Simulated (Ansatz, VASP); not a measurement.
Two plane-wave programs on BaTiO3

File POSCAR:

```
BaTiO3
1.0
    3.9723167996      0.0000000000      0.0000000000
    0.0000000000      3.9723167996      0.0000000000
    0.0000000000      0.0000000000      4.1123825565
Ba Ti O
1 1 3
Direct
    0.0000000000      0.0000000000      0.9926109048
    0.5000000000      0.5000000000      0.4745255192
    0.5000000000      0.5000000000      0.1045241154
    0.5000000000      0.0000000000      0.5146449361
    0.0000000000      0.5000000000      0.5146449361
```

INCAR.step1

```
SYSTEM = BaTiO3
PREC = Accurate
ENCUT = 520
ISMEAR = 0
SIGMA = 0.05
LREAL = .FALSE.
LASPH = .TRUE.
NELM = 100
NBANDS = 28
GGA = PE
ALGO = Normal
EDIFF = 1E-4
LWAVE = .TRUE.
LCHARG = .FALSE.
```

The input INCAR.step2:

```
SYSTEM = BaTiO3
PREC = Accurate
ENCUT = 520
EDIFF = 1E-7
ISMEAR = 0
SIGMA = 0.05
LREAL = .FALSE.
LASPH = .TRUE.
NELM = 100
ALGO = Normal
ISIF = 2
LWAVE = .FALSE.
LCHARG = .FALSE.
METAGGA = R2SCAN
LMIXTAU = .TRUE.
NBANDS = 28
ISTART = 1
```

KPOINTS

```
Automatic mesh
0
G
  8 8 8
  0 0 0
```

Input for Ansatz:

```yaml
crystal:
  lattice:
    - [3.9723167996, 0.0, 0.0]
    - [0.0, 3.9723167996, 0.0]
    - [0.0, 0.0, 4.1123825565]
  atoms:
    - { symbol: Ba, position: [0.0, 0.0, 0.9926109048] }
    - { symbol: Ti, position: [0.5, 0.5, 0.4745255192] }
    - { symbol: O, position: [0.5, 0.5, 0.1045241154] }
    - { symbol: O, position: [0.5, 0.0, 0.5146449361] }
    - { symbol: O, position: [0.0, 0.5, 0.5146449361] }
basis:
  ecutwfc: 500
kpoints:
  mp_grid: { grid: [8, 8, 8] }
hamiltonian:
  xc: r2scan
scf:
  occupations: { method: gaussian, width: 0.05 }
output:
  forces: true
  stress: true
  eigenvalues: true
```

Alike in both runs: task single point; functional r2SCAN; k mesh 8 × 8 × 8; occupations gaussian, width 0.05 eV; no spin polarisation.

|  | VASP | Ansatz |
| --- | --- | --- |
| version | VASP 6.6.1 | Ansatz 0.2.0 |
| potentials or method | VASP PAW PBE potentials, release 64 (Ba_sv, Ti_sv, O), cutoff 520 eV | scalar-relativistic, plane waves, PAW |
| valence electrons in the cell | 40 | 40 |

Ansatz gave:

```
gap on the k mesh at the Fermi level (eV)                     : 2.64
least direct gap on the mesh (eV)                             : 3.21
pressure (GPa)                                                : 17.8
traceless stress, the component that is largest in VASP (GPa) : 24.32
rms of the force components (eV/Å)                            : 3.784
```

Estimate VASP's values.

gap on the k mesh at the Fermi level (eV): 2.60; least direct gap on the mesh (eV): 3.19; pressure (GPa): 20.9; traceless stress, the component that is largest in VASP (GPa): 27.43; rms of the force components (eV/Å): 4.262.

VASP's potentials were made for PBE, not for r2SCAN. Atom by atom the forces differ by 0.481 eV/Å (rms over components). The functional is the same, so the differences come from potentials, cutoffs and numerics.

Neither program's run includes spin-orbit coupling.
